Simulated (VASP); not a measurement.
A run of VASP 6.6.1 is set up as follows.

File INCAR:

```
  PREC = Accurate
  ENCUT = 520
  EDIFF = 1E-8
  ISMEAR = -1
  SIGMA = 0.15
  LREAL = False
  LASPH = True
  NELM = 100
  ALGO = Normal
  ISIF = 2
  LWAVE = False
  LCHARG = False
  GGA = PS
  NBANDS = 19
  IBRION = 8
  NSW = 1
```

Contents of KPOINTS:

```
Automatic mesh
0
Gamma
  14 14 14
```

POSCAR

```
HfRu
1.0
    3.2089541014      0.0000000000      0.0000000000
    0.0000000000      3.2089541014      0.0000000000
    0.0000000000      0.0000000000      3.2089541014
Hf Ru
1 1
Direct
    0.0000000000      0.0000000000      0.0000000000
    0.5000000000      0.5000000000      0.5000000000
```

Potentials or basis: VASP PAW PBE potentials, release 64 (Hf_pv, Ru_pv).

The run is started by

```console
$ cat potpaw_PBE.64/Hf_pv/POTCAR potpaw_PBE.64/Ru_pv/POTCAR > POTCAR
$ mpirun -np 1 vasp_std > vasp.out
```

(1) Estimate the highest phonon frequency at Γ.

Results:

(1) 168 cm⁻¹.

Caveat: the cell stands under pressure or tension, which shifts response properties.
